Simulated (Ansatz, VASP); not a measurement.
# MgO in VASP and in Ansatz

The input INCAR:

```
SYSTEM = MgO
ALGO = Normal
EDIFF = 1E-6
EDIFFG = -0.01
ENCUT = 600
GGA = RP
IBRION = 2
ISIF = 3
ISMEAR = -1
IVDW = 12
LASPH = .True.
LCHARG = .False.
LREAL = .False.
LWAVE = .False.
NELM = 80
NSW = 60
PREC = Accurate
SIGMA = 0.05
```

The input KPOINTS:

```
k-points
0
Gamma
  11 11 11
  0 0 0
```

The input POSCAR:

```
MgO
1.0
    0.0000000000      2.0970013927      2.0970013927
    2.0970013927      0.0000000000      2.0970013927
    2.0970013927      2.0970013927      0.0000000000
Mg O
1 1
Direct
    0.0000000000      0.0000000000      0.0000000000
    0.5000000000      0.5000000000      0.5000000000
```

input.yaml

```yaml
crystal:
  lattice:
    - [0.0, 2.0970013927, 2.0970013927]
    - [2.0970013927, 0.0, 2.0970013927]
    - [2.0970013927, 2.0970013927, 0.0]
  atoms:
    - { symbol: Mg, position: [0.0, 0.0, 0.0] }
    - { symbol: O, position: [0.5, 0.5, 0.5] }
hamiltonian:
  xc: rpbe
  pseudopotentials: { kind: paw }
  dispersion: d3bj
kpoints:
  mp_grid: { grid: [11, 11, 11] }
scf:
  occupations: { method: fermi_dirac, width: 0.05 }
output:
  forces: true
  stress: true
  write_density: true
  write_potential: true
  elf: true
  volumetric_format: npy
relax:
  f_tol: 0.01
  max_steps: 40
  cell: { stress_tol: 0.05 }
```

Alike in both runs: task relaxation of cell and atoms; functional RPBE; dispersion D3(BJ); k mesh 11 × 11 × 11; occupations fermi-dirac, width 0.05 eV; no spin polarisation.

```csv
,VASP,Ansatz
version,VASP 6.6.1,Ansatz 0.2.0
potentials or method,"VASP PAW PBE potentials, release 64 (Mg, O)",Ansatz PAW
plane-wave cutoff (eV),600,420
valence electrons in the cell,8,16
```

```csv
,VASP,Ansatz,Ansatz less VASP
"gap on the k mesh at the Fermi level, each at its own relaxed structure (eV)",5.91,5.86,-0.054
relaxed volume (Å³/atom),8.42,8.47,+0.055
relaxed cell length with the largest relative difference (Å),2.877,2.883,+0.0063
```

VASP's potentials were made for PBE, not for RPBE. VASP's potentials hold 8 valence electrons a cell and Ansatz's 16, so a difference there can come from the potentials and not from the codes.

Noted on Ansatz's run: odd divisions of the mesh miss points on the zone boundary, where band edges often lie, so the gap on the mesh can be too wide; the plane-wave basis is chosen anew once the cell has moved, so the energies of steps on either side of that aren't comparable.
